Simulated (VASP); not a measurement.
# Ta (P6_3/mmc) in VASP: single point with BLYP+D3(BJ)

Aim: the single point of Ta with BLYP+D3(BJ).

All numbers are computed with VASP 6.6.1; they aren't measurements. Logs are shortened: lines on timing, memory, paths and dates and some standing lists are left out, and cuts for length are marked.

## 1. The cell of the first run

The structure is hexagonal, space group P6_3/mmc (No. 194). The conventional cell has a = 2.854 Å, b = 2.854 Å, c = 5.090 Å, α = 90.00°, β = 90.00°, γ = 120.00°. Ta (site symmetry -6m2) has 12 Ta at 2.85 to 3.03 Å within 3.8 Å.

This isn't the form of Ta at room conditions, which is bcc.

## 2. Single point, BLYP+D3(BJ)

INCAR

```
SYSTEM = Ta
PREC     = Accurate       ! precision mode
ENCUT    = 500            ! plane-wave cutoff, eV
EDIFF    = 1E-6           ! SCF threshold, eV
ISMEAR   = 0              ! smearing method
SIGMA    = 0.1            ! smearing width, eV
LREAL    = .FALSE.        ! projectors in reciprocal space
LASPH    = .TRUE.         ! aspherical terms in the spheres
NELM     = 120            ! most SCF steps
ALGO     = Normal         ! electronic algorithm
ISIF     = 2              ! what is computed and relaxed
LWAVE    = .FALSE.        ! write WAVECAR
LCHARG   = .FALSE.        ! write CHGCAR
GGA      = B5             ! functional
ALDAX    = 1.0          
AGGAX    = 1.0          
AGGAC    = 1.0          
ALDAC    = 0.0          
IVDW     = 12             ! dispersion correction
VDW_S6   = 1.0          
VDW_S8   = 2.6996       
VDW_A1   = 0.4298       
VDW_A2   = 4.2359       
NBANDS   = 20             ! bands
GGA_COMPAT= .FALSE.
```

KPOINTS

```
Automatic mesh
0
G
  11 11 6
  0 0 0
```

POSCAR

```
Ta
1.0
    2.8543192721      0.0000000000      0.0000000000
   -1.4271596360      2.4719130001      0.0000000000
    0.0000000000      0.0000000000      5.0895199726
Ta
2
Direct
    0.6666666667      0.3333333333      0.7500000000
    0.3333333333      0.6666666667      0.2500000000
```

Potentials or basis: VASP PAW PBE potentials, release 64 (Ta_sv_GW).

Run with:

```bash
$ cat potpaw_PBE.64/Ta_sv_GW/POTCAR > POTCAR
$ mpirun -np 1 vasp_std > vasp.out
```

OUTCAR:

```text
SYSTEM = Ta
   PREC = Accurate
   ENCUT = 500
   EDIFF = 1E-6
   ISMEAR = 0
   LREAL = .FALSE.
   LASPH = .TRUE.
   NELM = 120
   ISIF = 2
   GGA = B5
   IVDW = 12
 IVDW          = 12

 ion  position               nearest neighbor table
   1  0.667  0.333  0.750-   2 3.03   2 3.03   2 3.03   2 3.03   2 3.03   2 3.03
   2  0.333  0.667  0.250-   1 3.03   1 3.03   1 3.03   1 3.03   1 3.03   1 3.03

  LATTYP: Found a hexagonal cell.
 ALAT       =     2.8543192721
 C/A-ratio  =     1.7830941417

  Lattice vectors:

 A1 = (   2.8543192721,   0.0000000000,   0.0000000000)
 A2 = (  -1.4271596360,   2.4719130001,   0.0000000000)
 A3 = (   0.0000000000,   0.0000000000,   5.0895199726)

Analysis of symmetry for initial positions (statically):
=====================================================================
 Subroutine PRICEL returns:
 Original cell was already a primitive cell.

 Routine SETGRP: Setting up the symmetry group for a
 hexagonal supercell.

 Subroutine GETGRP returns: Found 24 space group operations
 (whereof 12 operations were pure point group operations)
 out of a pool of 24 trial point group operations.

The static configuration has the point symmetry D_3d.
 The point group associated with its full space group is D_6h.

Analysis of symmetry for dynamics (positions and initial velocities):
=====================================================================
 Subroutine PRICEL returns:
 Original cell was already a primitive cell.

 Routine SETGRP: Setting up the symmetry group for a
 hexagonal supercell.

 Subroutine GETGRP returns: Found 24 space group operations
 (whereof 12 operations were pure point group operations)
 out of a pool of 24 trial point group operations.

The dynamic configuration has the point symmetry D_3d.
 The point group associated with its full space group is D_6h.

 Subroutine INISYM returns: Found 24 space group operations
 (whereof 12 operations are pure point group operations),
 and found     1 'primitive' translations

----------------------------------------------------------------------------------------

                                     Primitive cell

  volume of cell :      35.9098

  direct lattice vectors                    reciprocal lattice vectors
     2.854319272  0.000000000  0.000000000     0.350346231  0.202272491  0.000000000
    -1.427159636  2.471913000  0.000000000     0.000000000  0.404544982  0.000000000
     0.000000000  0.000000000  5.089519973     0.000000000  0.000000000  0.196482184

  length of vectors
     2.854319272  2.854319272  5.089519973     0.404544982  0.404544982  0.196482184

  position of ions in fractional coordinates (direct lattice)
     0.666666667  0.333333333  0.750000000
     0.333333333  0.666666667  0.250000000

  ion indices of the primitive-cell ions
   primitive index   ion index
                 1           1
                 2           2

----------------------------------------------------------------------------------------

 KPOINTS: Automatic mesh

Automatic generation of k-mesh.
 Grid dimensions read from file:
 generate k-points for:   11   11    6

 Generating k-lattice:

  Cartesian coordinates                     Fractional coordinates (reciprocal lattice)
     0.031849657  0.018388408  0.000000000     0.090909091  0.000000000  0.000000000
     0.000000000  0.036776817  0.000000000     0.000000000  0.090909091  0.000000000
     0.000000000  0.000000000  0.032747031     0.000000000  0.000000000  0.166666667

  Length of vectors
     0.036776817  0.036776817  0.032747031

  Shift w.r.t. Gamma in fractional coordinates (k-lattice)
     0.000000000  0.000000000  0.000000000

 Subroutine IBZKPT returns following result:
 ===========================================

 Found     64 irreducible k-points:

 Following reciprocal coordinates:
            Coordinates               Weight
  0.000000  0.000000  0.000000      1.000000
  0.090909  0.000000  0.000000      6.000000
  0.181818  0.000000  0.000000      6.000000
  0.272727  0.000000  0.000000      6.000000
  0.363636  0.000000  0.000000      6.000000
  0.454545  0.000000  0.000000      6.000000
[... 16 lines left out ...]
  0.090909  0.090909  0.166667     12.000000
  0.181818  0.090909  0.166667     24.000000
 [... further k-points ...]
   k-points           NKPTS =     64   k-points in BZ     NKDIM =     64   number of bands    NBANDS=     20
   number of dos      NEDOS =    301   number of ions     NIONS =      2
   total plane-waves  NPLWV =  23040
   dimension x,y,z NGX =    24 NGY =   24 NGZ =   40
   dimension x,y,z NGXF=    48 NGYF=   48 NGZF=   80
   ions per type =               2
   NGX,Y,Z   is equivalent  to a cutoff of  13.98, 13.98, 13.07 a.u.
   NGXF,Y,Z  is equivalent  to a cutoff of  27.96, 27.96, 26.13 a.u.
 SYSTEM =  Ta
   PREC   = accura    normal or accurate (medium, high low for compatibility)
   ISTART =      0    job   : 0-new  1-cont  2-samecut
   ICHARG =      2    charge: 1-file 2-atom 10-const
   ISPIN  =      1    spin polarized calculation?
   LNONCOLLINEAR =      F non collinear calculations
   LSORBIT =      F    spin-orbit coupling
   LASPH  =      T    aspherical Exc in radial PAW
   ENCUT  =  500.0 eV  36.75 Ry    6.06 a.u.   5.20  5.20  9.28*2*pi/ulx,y,z
   NELM   =    120;   NELMIN=  2; NELMDL= -5     # of ELM steps
   EDIFF  = 0.1E-05   stopping-criterion for ELM
   LREAL  =      F    real-space projection
   EDIFFG = 0.1E-04   stopping-criterion for IOM
   NSW    =      0    number of steps for IOM
   IBRION =     -1    ionic relax: 0-MD 1-quasi-New 2-CG
   NFREE  =      0    steps in history (QN), initial steepest desc. (CG)
   ISIF   =      2    stress and relaxation
   ISYM   =      2    0-nonsym 1-usesym 2-fastsym
   POTIM  = 0.5000    time-step for ionic-motion
   TEBEG  =    0.0;   TEEND  =   0.0 temperature during run
   PSTRESS=    0.0 pullay stress
   NELECT =      26.0000    total number of electrons
   NUPDOWN=      -1.0000    fix difference up-down
   EMIN   =  10.00;   EMAX   =-10.00  energy-range for DOS
   EFERMI =   0.00;   METHOD = LEGACY
   ISMEAR =     0;   SIGMA  =   0.10  broadening in eV -4-tet -1-fermi 0-gaus
   EFERMI_NEDOS =   21; number of points for ismear=-14 and -15
   IALGO  =     38    algorithm
   IMIX   =      4    mixing-type and parameters
     AMIX     =   0.40;   BMIX     =  1.00
     AMIX_MAG =   1.60;   BMIX_MAG =  1.00
  volume/ion in A,a.u.               =      17.95       121.17
  Fermi-wavevector in a.u.,A,eV,Ry     =   1.470038  2.777968 29.402332  2.161010
  Thomas-Fermi vector in A             =   2.585343
   LORBIT       =      0    0 simple, 1 ext, 2 COOP (PROOUT), +10 PAW based schemes
   GGA     = B5    functional components
   LHFCALC =     F    Hartree Fock is set to
   AEXX    =    0.0000 exact exchange contribution
   IVDW    =    12    specifies the selected vdW correction
   LEPSILON=     F    determine dielectric tensor
   LRPA    =     F    only Hartree local field effects (RPA)
 non-spin polarized calculation
 Gauss-broadening in eV      SIGMA  =   0.10
  energy-cutoff  :      500.00
  volume of cell :       35.91
 maximum number of plane-waves:       924
 NGX is ok and might be reduce to    24
   NGX = 11   NGY = 11   NGZ = 19

 number of electron      25.9999997 magnetization

 Free energy of the ion-electron system (eV)
  ---------------------------------------------------
  ext. energy  EPLUGINS =         0.00000000
  ---------------------------------------------------
  free energy    TOTEN  =       -24.95180133 eV

  energy without entropy =      -24.94321358  energy(sigma->0) =      -24.94750745

 E-fermi :  11.5221     XC(G=0): -12.4180

 val. band max:       11.5206900949   @ k =   0.1818   0.1818   0.0000
 cond. band min:      11.5366849154   @ k =   0.3636   0.0000   0.0000
 fundamental gap:      0.0159948205
 Fermi energy:        11.5220755347

 k-point     1 :       0.0000    0.0000    0.0000
  band No.  band energies     occupation
      1     -55.7232      2.00000
      2     -55.6488      2.00000
      3     -22.9617      2.00000
      4     -22.0032      2.00000
      5     -21.8636      2.00000
      6     -21.8636      2.00000
[... 12 lines left out ...]
     19      16.7977      0.00000
     20      16.7977      0.00000

 k-point     2 :       0.0909    0.0000    0.0000
  band No.  band energies     occupation
      1     -55.7135      2.00000
      2     -55.6417      2.00000
      3     -22.9311      2.00000
      4     -22.0068      2.00000
      5     -21.9634      2.00000
      6     -21.8906      2.00000
[... 12 lines left out ...]
     19      16.9280      0.00000
     20      17.5318      0.00000

 k-point     3 :       0.1818    0.0000    0.0000
  band No.  band energies     occupation
      1     -55.6871      2.00000
      2     -55.6230      2.00000
      3     -22.8445      2.00000
      4     -22.2287      2.00000
      5     -22.1344      2.00000
      6     -22.0192      2.00000
[... 12 lines left out ...]
     19      17.1289      0.00000
     20      18.9772      0.00000

 k-point     4 :       0.2727    0.0000    0.0000
  band No.  band energies     occupation
      1     -55.6515      2.00000
      2     -55.5992      2.00000
      3     -22.7189      2.00000
      4     -22.5670      2.00000
      5     -22.4622      2.00000
      6     -22.0494      2.00000
[... 12 lines left out ...]
     19      17.2286      0.00000
     20      19.9222      0.00000

 k-point     5 :       0.3636    0.0000    0.0000
  band No.  band energies     occupation
      1     -55.6170      2.00000
      2     -55.5789      2.00000
      3     -22.8690      2.00000
      4     -22.7487      2.00000
      5     -22.5814      2.00000
      6     -22.1283      2.00000
[... 12 lines left out ...]
     19      17.2369      0.00000
     20      19.7015      0.00000
[... 353 lines left out ...]
      6     -22.1175      2.00000
[... 12 lines left out ...]
     19      17.2964      0.00000
     20      19.0300      0.00000

 k-point    22 :       0.4545    0.0000    0.1667
  band No.  band energies     occupation
      1     -55.5929      2.00000
      2     -55.5702      2.00000
      3     -23.0556      2.00000
      4     -22.9392      2.00000
      5     -22.4317      2.00000
      6     -22.1627      2.00000
[... 12 lines left out ...]
     19      18.2777      0.00000
     20      19.0634      0.00000

 k-point    23 :       0.0909    0.0909    0.1667
  band No.  band energies     occupation
      1     -55.6910      2.00000
      2     -55.6333      2.00000
      3     -22.8225      2.00000
      4     -22.1333      2.00000
      5     -22.1188      2.00000
      6     -22.0167      2.00000
[... 12 lines left out ...]
     19      16.8284      0.00000
     20      17.9887      0.00000

 k-point    24 :       0.1818    0.0909    0.1667
  band No.  band energies     occupation
      1     -55.6606      2.00000
      2     -55.6114      2.00000
      3     -22.7387      2.00000
      4     -22.3996      2.00000
      5     -22.3618      2.00000
      6     -22.0722      2.00000
[... 12 lines left out ...]
     19      16.7772      0.00000
     20      18.7993      0.00000

 [... further k-points ...]

------------------------ aborting loop because EDIFF is reached ----------------------------------------

 Edisp (eV)   -3.28809

 E8    (eV) :    -2.6183

  FORCE on cell =-STRESS in cart. coord.  units (eV):
  Direction    XX          YY          ZZ          XY          YZ          ZX
  --------------------------------------------------------------------------------------
  -------------------------------------------------------------------------------------
  Total      -0.11710    -0.11710    -0.05688    -0.00000     0.00000     0.00000
  in kB      -5.22478    -5.22478    -2.53770    -0.00000     0.00000     0.00000
  external pressure =       -4.33 kB  Pullay stress =        0.00 kB

 VOLUME and BASIS-vectors are now :
 -----------------------------------------------------------------------------
  energy-cutoff  :      500.00
  volume of cell :       35.91
      direct lattice vectors                 reciprocal lattice vectors
     2.854319272  0.000000000  0.000000000     0.350346231  0.202272491  0.000000000
    -1.427159636  2.471913000  0.000000000     0.000000000  0.404544982  0.000000000
     0.000000000  0.000000000  5.089519973     0.000000000  0.000000000  0.196482184

 POSITION                                       TOTAL-FORCE (eV/Angst)
 -----------------------------------------------------------------------------------
      1.42716      0.82397      3.81714         0.000000     -0.000000      0.000000
     -0.00000      1.64794      1.27238        -0.000000      0.000000      0.000000
 -----------------------------------------------------------------------------------
    total drift:                               -0.000000      0.000000     -0.000000

  FREE ENERGIE OF THE ION-ELECTRON SYSTEM (eV)
  ---------------------------------------------------
  free  energy   TOTEN  =       -28.2398897542 eV

  energy  without entropy=      -28.2313019998  energy(sigma->0) =      -28.23559588
```

It took 24 s on 1 thread of Intel Xeon 6975P-C (Granite Rapids), shared host; peak memory 0.19 GiB.

Results:

- Free energy: -28.2399 eV
- Pressure: -0.4 GPa
- Band gap on the k mesh: zero (bands 13 and 14 overlap by 2.57 eV)
- Dispersion energy per atom: -1.644 eV

Caveat: the dispersion term is far too large for a dense solid, which distorts pressure and volume; the PAW data sets were made with another functional, which shifts forces and pressure a little; spin-orbit coupling is left out, which moves the levels of the heavy elements.
